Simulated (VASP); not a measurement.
# W in VASP: notebook

The runs below take W through single point, with PBE.

Everything below comes from runs of VASP 6.6.1. Logs are shortened: lines on timing, memory, paths and dates and some standing lists are left out, and cuts for length are marked.

## 1. The cell of the first run

The cell holds a wire or tube with vacuum around it, 2 atoms: a = 10.100 Å, b = 9.300 Å, c = 4.466 Å, α = 90.00°, β = 90.00°, γ = 90.00°.

## 2. Single point, PBE, collinear spin

INCAR

```
ALGO = Normal
EDIFF = 1E-6
ENCUT = 520
GGA = PE
ISIF = 2
ISMEAR = 0
ISPIN = 2
LASPH = T
LCHARG = F
LMAXMIX = 4
LORBIT = 11
LREAL = F
LWAVE = F
MAGMOM = 1.5 1.5
NBANDS = 25
NELM = 150
PREC = Accurate
SIGMA = 0.05
```

KPOINTS

```
k-points
0
Gamma
  1 1 15
```

POSCAR

```
W
1.0
   10.1000000000      0.0000000000      0.0000000000
    0.0000000000      9.3000000000      0.0000000000
    0.0000000000      0.0000000000      4.4664045374
W
2
Direct
    0.4447227161      0.5000000000      0.0000000000
    0.5552772839      0.5000000000      0.5000000000
```

Potentials or basis: VASP PAW PBE potentials, release 64 (W_sv).

On the command line:

```bash
$ cat potpaw_PBE.64/W_sv/POTCAR > POTCAR
$ mpirun -np 1 vasp_std > vasp.out
```

OUTCAR:

```text
EDIFF = 1E-6
   ENCUT = 520
   GGA = PE
   ISIF = 2
   ISMEAR = 0
   ISPIN = 2
   LASPH = T
   LORBIT = 11
   LREAL = F
   NELM = 150
   PREC = Accurate

 ion  position               nearest neighbor table
   1  0.445  0.500  0.000-   2 2.50   2 2.50
   2  0.555  0.500  0.500-   1 2.50   1 2.50

  LATTYP: Found a simple orthorhombic cell.
 ALAT       =     4.4664045374
 B/A-ratio  =     2.0822117482
 C/A-ratio  =     2.2613267373

  Lattice vectors:

 A1 = (   0.0000000000,   0.0000000000,  -4.4664045374)
 A2 = (   0.0000000000,   9.3000000000,   0.0000000000)
 A3 = (  10.1000000000,   0.0000000000,   0.0000000000)

Analysis of symmetry for initial positions (statically):
=====================================================================
 Subroutine PRICEL returns:
 Original cell was already a primitive cell.

 Routine SETGRP: Setting up the symmetry group for a
 simple orthorhombic supercell.

 Subroutine GETGRP returns: Found  8 space group operations
 (whereof  4 operations were pure point group operations)
 out of a pool of  8 trial point group operations.

The static configuration has the point symmetry C_2v.
 The point group associated with its full space group is D_2h.

Analysis of symmetry for dynamics (positions and initial velocities):
=====================================================================
 Subroutine PRICEL returns:
 Original cell was already a primitive cell.

 Routine SETGRP: Setting up the symmetry group for a
 simple orthorhombic supercell.

 Subroutine GETGRP returns: Found  8 space group operations
 (whereof  4 operations were pure point group operations)
 out of a pool of  8 trial point group operations.

The dynamic configuration has the point symmetry C_2v.
 The point group associated with its full space group is D_2h.

Analysis of structural, dynamic, and magnetic symmetry:
=====================================================================
 Subroutine PRICEL returns:
 Original cell was already a primitive cell.

 Routine SETGRP: Setting up the symmetry group for a
 simple orthorhombic supercell.

 Subroutine GETGRP returns: Found  8 space group operations
 (whereof  4 operations were pure point group operations)
 out of a pool of  8 trial point group operations.

The overall configuration has the point symmetry C_2v.
 The point group associated with its full space group is D_2h.

 Subroutine INISYM returns: Found  8 space group operations
 (whereof  4 operations are pure point group operations),
 and found     1 'primitive' translations

----------------------------------------------------------------------------------------

                                     Primitive cell

  volume of cell :     419.5294

  direct lattice vectors                    reciprocal lattice vectors
    10.100000000  0.000000000  0.000000000     0.099009901  0.000000000  0.000000000
     0.000000000  9.300000000  0.000000000     0.000000000  0.107526882  0.000000000
     0.000000000  0.000000000  4.466404537     0.000000000  0.000000000  0.223893736

  length of vectors
    10.100000000  9.300000000  4.466404537     0.099009901  0.107526882  0.223893736

  position of ions in fractional coordinates (direct lattice)
     0.444722716  0.500000000  0.000000000
     0.555277284  0.500000000  0.500000000

  ion indices of the primitive-cell ions
   primitive index   ion index
                 1           1
                 2           2

----------------------------------------------------------------------------------------

 KPOINTS: k-points

Automatic generation of k-mesh.
 Grid dimensions read from file:
 generate k-points for:    1    1   15

 Generating k-lattice:

  Cartesian coordinates                     Fractional coordinates (reciprocal lattice)
     0.099009901  0.000000000  0.000000000     1.000000000  0.000000000  0.000000000
     0.000000000  0.107526882  0.000000000     0.000000000  1.000000000  0.000000000
     0.000000000  0.000000000  0.014926249     0.000000000  0.000000000  0.066666667

  Length of vectors
     0.099009901  0.107526882  0.014926249

  Shift w.r.t. Gamma in fractional coordinates (k-lattice)
     0.000000000  0.000000000  0.000000000

 Subroutine IBZKPT returns following result:
 ===========================================

 Found      8 irreducible k-points:

 Following reciprocal coordinates:
            Coordinates               Weight
  0.000000  0.000000  0.000000      1.000000
  0.000000  0.000000  0.066667      2.000000
  0.000000  0.000000  0.133333      2.000000
  0.000000  0.000000  0.200000      2.000000
  0.000000  0.000000  0.266667      2.000000
  0.000000  0.000000  0.333333      2.000000
  0.000000  0.000000  0.400000      2.000000
  0.000000  0.000000  0.466667      2.000000
   k-points           NKPTS =      8   k-points in BZ     NKDIM =      8   number of bands    NBANDS=     25
   number of dos      NEDOS =    301   number of ions     NIONS =      2
   total plane-waves  NPLWV = 201600
   dimension x,y,z NGX =    80 NGY =   70 NGZ =   36
   dimension x,y,z NGXF=   160 NGYF=  140 NGZF=   72
   ions per type =               2
   NGX,Y,Z   is equivalent  to a cutoff of  13.17, 12.51, 13.40 a.u.
   NGXF,Y,Z  is equivalent  to a cutoff of  26.34, 25.03, 26.80 a.u.
 SYSTEM =  unknown system
   PREC   = accura    normal or accurate (medium, high low for compatibility)
   ISTART =      0    job   : 0-new  1-cont  2-samecut
   ICHARG =      2    charge: 1-file 2-atom 10-const
   ISPIN  =      2    spin polarized calculation?
   LNONCOLLINEAR =      F non collinear calculations
   LSORBIT =      F    spin-orbit coupling
   LASPH  =      T    aspherical Exc in radial PAW
   ENCUT  =  520.0 eV  38.22 Ry    6.18 a.u.  18.78 17.29  8.30*2*pi/ulx,y,z
   NELM   =    150;   NELMIN=  2; NELMDL= -5     # of ELM steps
   EDIFF  = 0.1E-05   stopping-criterion for ELM
   LREAL  =      F    real-space projection
   EDIFFG = 0.1E-04   stopping-criterion for IOM
   NSW    =      0    number of steps for IOM
   IBRION =     -1    ionic relax: 0-MD 1-quasi-New 2-CG
   NFREE  =      0    steps in history (QN), initial steepest desc. (CG)
   ISIF   =      2    stress and relaxation
   ISYM   =      2    0-nonsym 1-usesym 2-fastsym
   POTIM  = 0.5000    time-step for ionic-motion
   TEBEG  =    0.0;   TEEND  =   0.0 temperature during run
   PSTRESS=    0.0 pullay stress
   NELECT =      28.0000    total number of electrons
   NUPDOWN=      -1.0000    fix difference up-down
   EMIN   =  10.00;   EMAX   =-10.00  energy-range for DOS
   EFERMI =   0.00;   METHOD = LEGACY
   ISMEAR =     0;   SIGMA  =   0.05  broadening in eV -4-tet -1-fermi 0-gaus
   EFERMI_NEDOS =   21; number of points for ismear=-14 and -15
   IALGO  =     38    algorithm
   IMIX   =      4    mixing-type and parameters
     AMIX     =   0.40;   BMIX     =  1.00
     AMIX_MAG =   1.60;   BMIX_MAG =  1.00
  volume/ion in A,a.u.               =     209.76      1415.56
  Fermi-wavevector in a.u.,A,eV,Ry     =   0.664059  1.254890  5.999822  0.440974
  Thomas-Fermi vector in A             =   1.737630
   LORBIT       =     11    0 simple, 1 ext, 2 COOP (PROOUT), +10 PAW based schemes
   GGA     = PE    functional components
   LHFCALC =     F    Hartree Fock is set to
   AEXX    =    0.0000 exact exchange contribution
   IVDW    =     0    specifies the selected vdW correction
   LEPSILON=     F    determine dielectric tensor
   LRPA    =     F    only Hartree local field effects (RPA)
 spin polarized calculation
 Gauss-broadening in eV      SIGMA  =   0.05
  energy-cutoff  :      520.00
  volume of cell :      419.53
 maximum number of plane-waves:     11339
 NGX is ok and might be reduce to    80
   NGX = 37   NGY = 35   NGZ = 17

 number of electron      27.9999996 magnetization       2.6558199

 Free energy of the ion-electron system (eV)
  ---------------------------------------------------
  ext. energy  EPLUGINS =         0.00000000
  ---------------------------------------------------
  free energy    TOTEN  =       -14.85274076 eV

  energy without entropy =      -14.84919094  energy(sigma->0) =      -14.85096585

 E-fermi :  -2.9268     XC(G=0):  -2.6600

 val. band max:       -2.9975064045   @ k =   0.0000   0.0000   0.2667
 cond. band min:      -2.9175437560   @ k =   0.0000   0.0000   0.2000
 fundamental gap:      0.0799626485
 Fermi energy:        -2.9268112552

 spin component 1

 k-point     1 :       0.0000    0.0000    0.0000
  band No.  band energies     occupation
      1     -76.9806      1.00000
      2     -76.8089      1.00000
      3     -41.6187      1.00000
      4     -41.4525      1.00000
      5     -41.4104      1.00000
      6     -41.2528      1.00000
[... 17 lines left out ...]
     24       2.4086      0.00000
     25       2.5930      0.00000

 k-point     2 :       0.0000    0.0000    0.0667
  band No.  band energies     occupation
      1     -76.9787      1.00000
      2     -76.8108      1.00000
      3     -41.6229      1.00000
      4     -41.4562      1.00000
      5     -41.4081      1.00000
      6     -41.2349      1.00000
[... 17 lines left out ...]
     24       2.3695      0.00000
     25       2.5008      0.00000

 k-point     3 :       0.0000    0.0000    0.1333
  band No.  band energies     occupation
      1     -76.9732      1.00000
      2     -76.8164      1.00000
      3     -41.6323      1.00000
      4     -41.4670      1.00000
      5     -41.4010      1.00000
      6     -41.1991      1.00000
[... 104 lines left out ...]
 k-point     7 :       0.0000    0.0000    0.4000
  band No.  band energies     occupation
      1     -76.9217      1.00000
      2     -76.8686      1.00000
      3     -41.6267      1.00000
      4     -41.5587      1.00000
      5     -41.3348      1.00000
      6     -41.2665      1.00000
[... 17 lines left out ...]
     24       2.4105      0.00000
     25       2.5133      0.00000

 k-point     8 :       0.0000    0.0000    0.4667
  band No.  band energies     occupation
      1     -76.9042      1.00000
      2     -76.8862      1.00000
      3     -41.6082      1.00000
      4     -41.5849      1.00000
      5     -41.3123      1.00000
      6     -41.2892      1.00000
[... 17 lines left out ...]
     24       2.1214      0.00000
     25       2.5024      0.00000
 Fermi energy:        -2.9268112552

 spin component 2

 k-point     1 :       0.0000    0.0000    0.0000
  band No.  band energies     occupation
      1     -76.5608      1.00000
      2     -76.3896      1.00000
      3     -41.2977      1.00000
      4     -40.7848      1.00000
      5     -40.6829      1.00000
      6     -40.5631      1.00000
[... 17 lines left out ...]
     24       2.5358      0.00000
     25       2.7455      0.00000

 k-point     2 :       0.0000    0.0000    0.0667
  band No.  band energies     occupation
      1     -76.5589      1.00000
      2     -76.3915      1.00000
      3     -41.2913      1.00000
      4     -40.7824      1.00000
      5     -40.6900      1.00000
      6     -40.5656      1.00000
[... 17 lines left out ...]
     24       2.5359      0.00000
     25       2.7782      0.00000

 k-point     3 :       0.0000    0.0000    0.1333
  band No.  band energies     occupation
      1     -76.5534      1.00000
      2     -76.3971      1.00000
      3     -41.2721      1.00000
      4     -40.7754      1.00000
      5     -40.7107      1.00000
      6     -40.5728      1.00000
[... 104 lines left out ...]
 k-point     7 :       0.0000    0.0000    0.4000
  band No.  band energies     occupation
      1     -76.5021      1.00000
      2     -76.4492      1.00000
      3     -41.0912      1.00000
      4     -40.9017      1.00000
      5     -40.7090      1.00000
      6     -40.6405      1.00000
[... 17 lines left out ...]
     24       2.6616      0.00000
     25       2.9858      0.00000

 k-point     8 :       0.0000    0.0000    0.4667
  band No.  band energies     occupation
      1     -76.4846      1.00000
      2     -76.4667      1.00000
      3     -41.0290      1.00000
      4     -40.9649      1.00000
      5     -40.6864      1.00000
      6     -40.6632      1.00000
[... 17 lines left out ...]
     24       2.5637      0.00000
     25       2.7851      0.00000

------------------------ aborting loop because EDIFF is reached ----------------------------------------

  FORCE on cell =-STRESS in cart. coord.  units (eV):
  Direction    XX          YY          ZZ          XY          YZ          ZX
  --------------------------------------------------------------------------------------
  -------------------------------------------------------------------------------------
  Total       -0.4346481     -0.0743436    -11.6487075      0.0000000      0.0000000      0.0000000
  in kB       -1.6599156     -0.2839172    -44.4862650      0.0000000      0.0000000      0.0000000
  external PRESSURE =     -15.4766993 kB  Pullay stress =       0.0000000 kB

 VOLUME and BASIS-vectors are now :
 -----------------------------------------------------------------------------
  energy-cutoff  :      520.00
  volume of cell :      419.53
      direct lattice vectors                 reciprocal lattice vectors
    10.100000000  0.000000000  0.000000000     0.099009901  0.000000000  0.000000000
     0.000000000  9.300000000  0.000000000     0.000000000  0.107526882  0.000000000
     0.000000000  0.000000000  4.466404537     0.000000000  0.000000000  0.223893736

 POSITION                                       TOTAL-FORCE (eV/Angst)
 -----------------------------------------------------------------------------------
      4.49170      4.65000      0.00000         0.356838      0.000000      0.000000
      5.60830      4.65000      2.23320        -0.356838      0.000000      0.000000
 -----------------------------------------------------------------------------------
    total drift:                                0.000000      0.000000     -0.000000

  FREE ENERGIE OF THE ION-ELECTRON SYSTEM (eV)
  ---------------------------------------------------
  free  energy   TOTEN  =       -14.8527407621 eV

  energy  without entropy=      -14.8491909384  energy(sigma->0) =      -14.85096585

 total charge

# of ion       s       p       d       tot
------------------------------------------
    1        2.478   6.027   3.409  11.914
    2        2.478   6.027   3.409  11.914
--------------------------------------------------
tot          4.956  12.055   6.818  23.828

 magnetization (x)

# of ion       s       p       d       tot
------------------------------------------
    1        0.070   0.023   0.862   0.955
    2        0.070   0.023   0.862   0.955
--------------------------------------------------
tot          0.139   0.045   1.725   1.909
```

Run time: 4.4 min. Hardware: 1 thread of Oxide Virtual Turin-like, shared host; peak memory 0.63 GiB.

What came out:

```yaml
Free_energy: -14.8527 eV
Largest_force: 0.357 eV/Å
Net_moment: 2.66 μB per cell
Site_moments: W +0.95 μB
Valence_electrons_inside_the_program's_atomic_spheres: W 11.91
```

Forces on the atoms (eV/Å):
```
W    0.357  0.000  0.000
W   -0.357  0.000  0.000
```

Caveat: spin-orbit coupling is left out, which moves the levels of the heavy elements.

## 3. Single point, PBE, collinear spin

This run uses another cell than the first one.

INCAR

```
SYSTEM = W
  PREC = Accurate
  ENCUT = 520
  EDIFF = 1E-6
  ISMEAR = 0
  SIGMA = 0.05
  LREAL = .False.
  LASPH = .True.
  NELM = 150
  ALGO = Normal
  ISIF = 2
  LWAVE = .False.
  LCHARG = .False.
  ISPIN = 2
  MAGMOM = 1.5 1.5
  LORBIT = 11
  LMAXMIX = 4
  GGA = PE
  NBANDS = 25
```

KPOINTS

```
Automatic mesh
0
Gamma
  1 1 24
  0 0 0
```

POSCAR

```
W
1.0
   11.2000000000      0.0000000000      0.0000000000
    0.0000000000      9.3000000000      0.0000000000
    0.0000000000      0.0000000000      2.6302160054
W
2
Direct
    0.4003034701      0.5000000000      0.0000000000
    0.5996965299      0.5000000000      0.5000000000
```

Potentials or basis: VASP PAW PBE potentials, release 64 (W_sv).

On the command line:

```bash
$ cat potpaw_PBE.64/W_sv/POTCAR > POTCAR
$ mpirun -np 1 vasp_std > vasp.out
```

Run time: 5.7 min. Hardware: 1 thread of Oxide Virtual Turin-like, shared host; peak memory 0.43 GiB.

The run converged. Its results:

| Quantity | Value |
| --- | --- |
| Free energy | -17.8071 eV |
| Largest force | 0.999 eV/Å |
| Net moment | 0.67 μB per cell |
| Site moments | W +0.23 μB |
| Valence electrons inside the program's atomic spheres | W 11.97 |

Forces on the atoms (eV/Å):
```
W    0.999  0.000  0.000
W   -0.999  0.000  0.000
```

Levels at points of the mesh, in eV from the Fermi level:
Spin up:
```tsv
k point	band 11	band 12	band 13	band 14	band 15	band 16	band 17	band 18
(0.00, 0.00, 0.00)	-2.36	-1.89	-1.00	-0.99	0.27	0.29	0.96	1.02
(0.00, 0.00, 0.50)	-2.66	-2.66	0.51	0.51	1.01	1.01	1.32	1.32
```
Spin down:
```csv
k point,band 12,band 13,band 14,band 15,band 16,band 17
"(0.00, 0.00, 0.00)",-1.53,-0.90,-0.74,0.54,0.55,1.15
"(0.00, 0.00, 0.50)",-2.49,0.96,0.96,1.23,1.23,1.45
```

Caveat: spin-orbit coupling is left out, which moves the levels of the heavy elements.
